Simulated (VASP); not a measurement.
The system is SiC.

```
CELL_PARAMETERS angstrom
2.84051 0.00000 0.00000
-1.42026 2.45995 0.00000
0.00000 0.00000 5.05014
ATOMIC_POSITIONS crystal
Si 0.33333 0.66667 0.00456
Si 0.66667 0.33333 0.50456
C 0.33333 0.66667 0.38044
C 0.66667 0.33333 0.88044
```

This cell differs from its parent crystal: volume 8.822 Å^3 an atom, c/a of the conventional cell 1.7779.

- Program: VASP 6.6.1
- Task: relaxation of the atoms
- Functional: PBE
- Potentials or basis: VASP PAW PBE potentials, release 64 (Si, C)
- Cutoff: 520 eV
- k mesh: 12 × 12 × 6
- Occupations: gaussian, width 0.05 eV
- Spin: no spin polarisation

At the start: pressure 55.0 GPa; volume 8.82 Å³/atom.

Question: How do energy, volume and symmetry change on relaxing?

Answer: Over 3 steps the energy falls by 22.8 meV/atom; space group P6_3mc (No. 186, to 0.05 Å).

The path:
| step | energy change (eV) | largest force (eV/Å) | pressure (GPa) |
| --- | --- | --- | --- |
| 1 | 0.0000 | 1.3882 | 55.00 |
| 2 | 0.0479 | 2.0424 | 50.69 |
| 3 | -0.0911 | 0.0004 | 52.15 |

Final structure:
```
Si C
1.0
     2.84051    0.00000    0.00000
    -1.42026    2.45995    0.00000
     0.00000    0.00000    5.05014
Si C
2 2
Direct
  0.33333 0.66667 0.01079
  0.66667 0.33333 0.51079
  0.33333 0.66667 0.37421
  0.66667 0.33333 0.87421
```

Caveat: the cell differs from its parent crystal (volume 8.822 Å^3 an atom, c/a of the conventional cell 1.7779).
